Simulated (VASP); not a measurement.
# AlN (F-43m) in VASP: notebook, part 2 of 2

VASP 6.6.1. The steps go on from the part before.

## (3) Relaxation of cell and atoms, r2SCAN, target pressure 5 GPa, at which the enthalpy is minimised

Contents of POSCAR:

```
AlN
1.0
    0.0000000000      2.1839940000      2.1839940000
    2.1839940000      0.0000000000      2.1839940000
    2.1839940000      2.1839940000      0.0000000000
Al N
1 1
Direct
    0.0000000000      0.0000000000      0.0000000000
    0.7500000000      0.7500000000      0.7500000000
```

Contents of INCAR.step1:

```
PREC = Accurate
ENCUT = 600
ISMEAR = 0
SIGMA = 0.01
LREAL = False
LASPH = True
NELM = 100
GGA = PE
ALGO = Normal
EDIFF = 1E-4
LWAVE = True
LCHARG = False
```

Contents of INCAR.step2:

```
PREC = Accurate
ENCUT = 600
EDIFF = 1E-6
ISMEAR = 0
SIGMA = 0.01
LREAL = False
LASPH = True
NELM = 100
ALGO = Normal
ISIF = 3
LWAVE = False
LCHARG = False
METAGGA = R2SCAN
LMIXTAU = True
IBRION = 2
NSW = 80
EDIFFG = -0.01
PSTRESS = 50.0
ISTART = 1
```

Contents of KPOINTS:

```
Automatic mesh
0
Gamma
  8 8 8
```

Potentials or basis: VASP PAW PBE potentials, release 64 (Al, N).

Started as:

```
cat potpaw_PBE.64/Al/POTCAR potpaw_PBE.64/N/POTCAR > POTCAR
cp INCAR.step1 INCAR
mpirun -np 1 vasp_std > vasp.out
cp INCAR.step2 INCAR
mpirun -np 1 vasp_std > vasp.out
```

OUTCAR:

```text
PREC = Accurate
   ENCUT = 600
   EDIFF = 1E-6
   ISMEAR = 0
   LREAL = False
   LASPH = True
   NELM = 100
   ISIF = 3
   METAGGA = R2SCAN
   IBRION = 2
   NSW = 80
   EDIFFG = -0.01
   PSTRESS = 50.0
   ISTART = 1

 ion  position               nearest neighbor table
   1  0.000  0.000  0.000-   2 1.89   2 1.89   2 1.89   2 1.89
   2  0.750  0.750  0.750-   1 1.89   1 1.89   1 1.89   1 1.89

  LATTYP: Found a face centered cubic cell.
 ALAT       =     4.3679880000

  Lattice vectors:

 A1 = (   0.0000000000,   2.1839940000,   2.1839940000)
 A2 = (   2.1839940000,   0.0000000000,   2.1839940000)
 A3 = (   2.1839940000,   2.1839940000,   0.0000000000)

Analysis of symmetry for initial positions (statically):
=====================================================================
 Subroutine PRICEL returns:
 Original cell was already a primitive cell.

 Routine SETGRP: Setting up the symmetry group for a
 face centered cubic supercell.

 Subroutine GETGRP returns: Found 24 space group operations
 (whereof 24 operations were pure point group operations)
 out of a pool of 48 trial point group operations.

The static configuration has the point symmetry T_d .

Analysis of symmetry for dynamics (positions and initial velocities):
=====================================================================
 Subroutine PRICEL returns:
 Original cell was already a primitive cell.

 Routine SETGRP: Setting up the symmetry group for a
 face centered cubic supercell.

 Subroutine GETGRP returns: Found 24 space group operations
 (whereof 24 operations were pure point group operations)
 out of a pool of 48 trial point group operations.

The dynamic configuration has the point symmetry T_d .

 Subroutine INISYM returns: Found 24 space group operations
 (whereof 24 operations are pure point group operations),
 and found     1 'primitive' translations

[... 127 lines left out ...]
 Gauss-broadening in eV      SIGMA  =   0.01
  energy-cutoff  :      600.00
  volume of cell :       20.83
 maximum number of plane-waves:       725
 NGX is ok and might be reduce to    28
   NGX = 13   NGY = 13   NGZ = 13

--------------------------------------- Ionic step        1  -------------------------------------------

 number of electron       7.9999999 magnetization

 Free energy of the ion-electron system (eV)
  ---------------------------------------------------
  ext. energy  EPLUGINS =         0.00000000
  ---------------------------------------------------
  free energy    TOTEN  =       -19.17963426 eV

  energy without entropy =      -19.17963426  energy(sigma->0) =      -19.17963426

------------------------ aborting loop because EDIFF is reached ----------------------------------------

  FORCE on cell =-STRESS in cart. coord.  units (eV):
  Direction    XX          YY          ZZ          XY          YZ          ZX
  --------------------------------------------------------------------------------------
  -------------------------------------------------------------------------------------
  Total       -0.0100209     -0.0100209     -0.0100209      0.0000000      0.0000000      0.0000000
  in kB       -0.7706080     -0.7706080     -0.7706080      0.0000000      0.0000000      0.0000000
  external PRESSURE =     -50.7706080 kB  Pullay stress =      50.0000000 kB
[... 63 lines left out ...]
--------------------------------------- Ionic step        3  -------------------------------------------

 number of electron       8.0000000 magnetization

 Free energy of the ion-electron system (eV)
  ---------------------------------------------------
  ext. energy  EPLUGINS =         0.00000000
  ---------------------------------------------------
  free energy    TOTEN  =       -19.17268457 eV

  energy without entropy =      -19.17268457  energy(sigma->0) =      -19.17268457

 E-fermi :   6.0134     XC(G=0): -11.5200

 val. band max:        5.9039646923   @ k =   0.0000   0.0000   0.0000
 cond. band min:       9.8559282966   @ k =   0.5000   0.5000   0.0000
 fundamental gap:      3.9519636044
 Fermi energy:         6.0134240760

 k-point     1 :       0.0000    0.0000    0.0000
  band No.  band energies     occupation
      1      -9.9695      2.00000
      2       5.9040      2.00000
      3       5.9040      2.00000
      4       5.9040      2.00000
      5      11.0075      0.00000
      6      19.6579      0.00000
      7      19.6579      0.00000
      8      19.6579      0.00000
[... 243 lines left out ...]
 k-point    24 :      -0.3750    0.2500    0.1250
  band No.  band energies     occupation
      1      -7.5632      2.00000
      2       0.6533      2.00000
      3       3.6387      2.00000
      4       4.7674      2.00000
      5      13.8254      0.00000
      6      16.2362      0.00000
      7      19.3077      0.00000
      8      19.7642      0.00000

 [... further k-points ...]

------------------------ aborting loop because EDIFF is reached ----------------------------------------

  FORCE on cell =-STRESS in cart. coord.  units (eV):
  Direction    XX          YY          ZZ          XY          YZ          ZX
  --------------------------------------------------------------------------------------
  -------------------------------------------------------------------------------------
  Total        0.6214616      0.6214616      0.6214616      0.0000000      0.0000000      0.0000000
  in kB       48.8736580     48.8736580     48.8736580      0.0000000      0.0000000      0.0000000
  external PRESSURE =      -1.1263420 kB  Pullay stress =      50.0000000 kB
[... 21 lines left out ...]
  energy  without entropy=      -19.1726845722  energy(sigma->0) =      -19.17268457

  enthalpy is  TOTEN    =       -18.5369007716 eV   P V=        0.6357838005

 reached required accuracy - stopping structural energy minimisation
```

OUTCAR.step1:

```text
PREC = Accurate
   ENCUT = 600
   ISMEAR = 0
   LREAL = False
   LASPH = True
[... 486 lines left out ...]
      0.00000      0.00000      0.00000        -0.000000     -0.000000     -0.000000
      3.27599      3.27599      3.27599         0.000000      0.000000      0.000000
 -----------------------------------------------------------------------------------
    total drift:                               -0.000000     -0.000000     -0.000000

  FREE ENERGIE OF THE ION-ELECTRON SYSTEM (eV)
  ---------------------------------------------------
  free  energy   TOTEN  =       -14.8418394480 eV

  energy  without entropy=      -14.8418394480  energy(sigma->0) =      -14.84183945
```

OSZICAR.step1:

```text
N       E                     dE             d eps       ncg     rms          rms(c)
DAV:   1     0.151427139620E+02    0.15143E+02   -0.43756E+03   496   0.936E+02
DAV:   2    -0.164462382454E+02   -0.31589E+02   -0.30442E+02   608   0.165E+02
DAV:   3    -0.172203963240E+02   -0.77416E+00   -0.77416E+00   568   0.330E+01
DAV:   4    -0.172227794025E+02   -0.23831E-02   -0.23831E-02   680   0.171E+00
DAV:   5    -0.172227810192E+02   -0.16167E-05   -0.16167E-05   576   0.451E-02    0.862E+00
DAV:   6    -0.148576684882E+02    0.23651E+01   -0.13528E+01   536   0.249E+01    0.292E+00
DAV:   7    -0.148478437226E+02    0.98248E-02   -0.10774E-01   480   0.337E+00    0.198E+00
DAV:   8    -0.148420338908E+02    0.58098E-02   -0.18631E-02   520   0.199E+00    0.400E-01
DAV:   9    -0.148417367395E+02    0.29715E-03   -0.78187E-04   608   0.236E-01    0.205E-01
DAV:  10    -0.148418431059E+02   -0.10637E-03   -0.29477E-04   480   0.148E-01    0.413E-02
DAV:  11    -0.148418394480E+02    0.36580E-05   -0.11113E-05   232   0.260E-02
   1 F= -.14841839E+02 E0= -.14841839E+02  d E =-.308100E-23
```

Run time: 3.4 min. Hardware: 1 thread of AMD EPYC 7R43 (Zen 3), shared host; peak memory 0.12 GiB.

What came out:

```yaml
Free_energy: -19.1727 eV
Relaxed_volume: 10.19 Å³/atom
Relaxed_cell: a = 3.066 Å, b = 3.066 Å, c = 3.066 Å, α = 60.00°, β = 60.00°, γ = 60.00°
Space_group_after_relaxing_to_0.05_Å: F-43m (No. 216)
Energy_change_on_relaxing_the_enthalpy_is_what_falls: +3.5 meV/atom
Ionic_steps: 3
Pressure_after_relaxing: 4.9 GPa
Band_gap_on_the_k_mesh: 3.95 eV, indirect (least direct gap 5.10 eV)
```

Step by step:
```csv
step,energy change (eV),largest force (eV/Å),pressure (GPa),volume (Å³)
1,0.0000,0.0000,-0.08,20.83
2,0.0328,0.0000,11.13,19.85
3,0.0069,0.0000,4.89,20.37
```

Final structure:
```
CELL_PARAMETERS angstrom
0.00000 2.16774 2.16774
2.16774 0.00000 2.16774
2.16774 2.16774 0.00000
ATOMIC_POSITIONS crystal
Al 0.00000 0.00000 0.00000
N 0.75000 0.75000 0.75000
```

Levels at points of the mesh, in eV from the valence-band top:
```csv
k point,band 2,band 3,band 4,band 5,band 6,band 7
"(0.00, 0.00, 0.00)",0.00,0.00,0.00,5.10,13.75,13.75
"(0.50, 0.00, 0.00)",-5.99,-0.49,-0.49,8.43,10.99,12.09
"(0.50, 0.50, 0.00)",-5.02,-1.83,-1.83,3.95,9.62,15.53
```

Caveat: the cell is relaxed towards a set pressure, so the enthalpy falls and the energy may rise; the PAW data sets were made with another functional, which shifts forces and pressure a little.

## (4) Relaxation of cell and atoms, r2SCAN, target pressure 10 GPa, at which the enthalpy is minimised

POSCAR is that of step 3.

Contents of INCAR.step1:

```
  ALGO = Normal
  EDIFF = 1E-4
  ENCUT = 600
  GGA = PE
  ISMEAR = 0
  LASPH = True
  LCHARG = False
  LREAL = False
  LWAVE = True
  NELM = 60
  PREC = Accurate
  SIGMA = 0.01
```

Contents of INCAR.step2:

```
  ALGO = Normal
  EDIFF = 1E-6
  EDIFFG = -0.01
  ENCUT = 600
  IBRION = 2
  ISIF = 3
  ISMEAR = 0
  ISTART = 1
  LASPH = True
  LCHARG = False
  LMIXTAU = True
  LREAL = False
  LWAVE = False
  METAGGA = R2SCAN
  NELM = 60
  NSW = 80
  PREC = Accurate
  PSTRESS = 100.0
  SIGMA = 0.01
```

Contents of KPOINTS:

```
k-points
0
Gamma
  8 8 8
```

Started as:

```
cat potpaw_PBE.64/Al/POTCAR potpaw_PBE.64/N/POTCAR > POTCAR
cp INCAR.step1 INCAR
mpirun -np 1 vasp_std > vasp.out
cp INCAR.step2 INCAR
mpirun -np 1 vasp_std > vasp.out
```

Wall time 3.4 min (1 thread of AMD EPYC 7R43 (Zen 3), shared host); peak memory 0.13 GiB.

Results (log left out):

```yaml
Free_energy: -19.1527 eV
Relaxed_volume: 9.97 Å³/atom
Relaxed_cell: a = 3.044 Å, b = 3.044 Å, c = 3.044 Å, α = 60.00°, β = 60.00°, γ = 60.00°
Space_group_after_relaxing_to_0.05_Å: F-43m (No. 216)
Energy_change_on_relaxing_the_enthalpy_is_what_falls: +13.5 meV/atom
Ionic_steps: 4
Pressure_after_relaxing: 10.0 GPa
Band_gap_on_the_k_mesh: 3.97 eV, indirect (least direct gap 5.31 eV)
```

The path:
| step | energy change (eV) | largest force (eV/Å) | pressure (GPa) | volume (Å³) |
| --- | --- | --- | --- | --- |
| 1 | 0.0000 | 0.0000 | -0.08 | 20.83 |
| 2 | 0.1358 | 0.0000 | 24.56 | 18.92 |
| 3 | 0.0258 | 0.0000 | 9.79 | 19.96 |
| 4 | 0.0269 | 0.0000 | 10.00 | 19.94 |

Final structure:
```
CELL_PARAMETERS angstrom
0.00000 2.15243 2.15243
2.15243 0.00000 2.15243
2.15243 2.15243 0.00000
ATOMIC_POSITIONS crystal
Al 0.00000 0.00000 0.00000
N 0.75000 0.75000 0.75000
```

Levels at points of the mesh, in eV from the valence-band top:
| k point | band 1 | band 2 | band 3 | band 4 | band 5 | band 6 | band 7 | band 8 |
| --- | --- | --- | --- | --- | --- | --- | --- | --- |
| (0.00, 0.00, 0.00) | -16.00 | 0.00 | 0.00 | 0.00 | 5.31 | 13.98 | 13.98 | 13.98 |
| (0.50, 0.00, 0.00) | -13.86 | -6.08 | -0.49 | -0.49 | 8.63 | 11.15 | 12.23 | 12.23 |
| (0.50, 0.50, 0.00) | -13.19 | -5.09 | -1.85 | -1.85 | 3.97 | 9.76 | 15.84 | 17.53 |

Caveat: the cell is relaxed towards a set pressure, so the enthalpy falls and the energy may rise; the PAW data sets were made with another functional, which shifts forces and pressure a little. A k mesh can miss the band edges.

## (5) Overview

| cell | gap on the mesh (eV) | pressure (GPa) |
| --- | --- | --- |
| relaxed to 2 GPa | 3.94 | 1.9 |
| relaxed to 5 GPa | 3.95 | 4.9 |
| relaxed to 10 GPa | 3.97 | 10.0 |

Alike in all rows: task relaxation of cell and atoms; level r2SCAN; potentials or basis VASP PAW PBE potentials, release 64 (Al, N); no spin polarisation; k mesh 8 × 8 × 8; cutoff (eV) 600; smearing gaussian 0.01 eV.

Caveats: the cell is relaxed towards a set pressure, so the enthalpy falls and the energy may rise; the PAW data sets were made with another functional, which shifts forces and pressure a little.

Total energies depend on the potentials used, so only differences within one code and one set of settings carry meaning.
